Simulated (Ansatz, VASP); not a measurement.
## ZrTaN in VASP and in Ansatz

```
Zr Ta N
1.0
     3.34028    0.00000    0.00000
     0.00000    3.34028    0.00000
     0.00000    0.00000    7.85146
Zr Ta N
2 2 2
Direct
  0.00000 0.50000 0.64098
  0.50000 0.00000 0.35902
  0.50000 0.00000 0.91029
  0.00000 0.50000 0.08971
  0.00000 0.50000 0.35814
  0.50000 0.00000 0.64186
```

Alike in both runs: task single point; functional PBEsol; k mesh 12 × 12 × 6; occupations gaussian, width 0.1 eV; no spin polarisation.

|  | VASP | Ansatz |
| --- | --- | --- |
| version | VASP 6.6.1 | Ansatz 0.2.0 |
| potentials or method | VASP PAW PBE potentials, release 64 (Zr_sv, Ta_pv, N), cutoff 520 eV | scalar-relativistic, plane waves, PAW |
| valence electrons in the cell | 56 | 60 |

Ansatz gave:

- gap on the k mesh at the Fermi level (eV): none
- pressure (GPa): -6.6
- traceless stress, the component that is largest in VASP (GPa): -0.28
- rms of the force components (eV/Å): 0.044

**Question.** Which values does VASP return?

**Answer.** gap on the k mesh at the Fermi level (eV): none; pressure (GPa): -6.4; traceless stress, the component that is largest in VASP (GPa): -0.14; rms of the force components (eV/Å): 0.038.

VASP's potentials were made for PBE, not for PBEsol. Atom by atom the forces differ by 0.014 eV/Å (rms over components). A gap of «none» marks a metal or a gap that the smearing closes. The functional is the same, so the differences come from potentials, cutoffs and numerics. VASP's potentials hold 56 valence electrons a cell and Ansatz's 60, so a difference there can come from the potentials and not from the codes.

Spin-orbit coupling is off throughout.
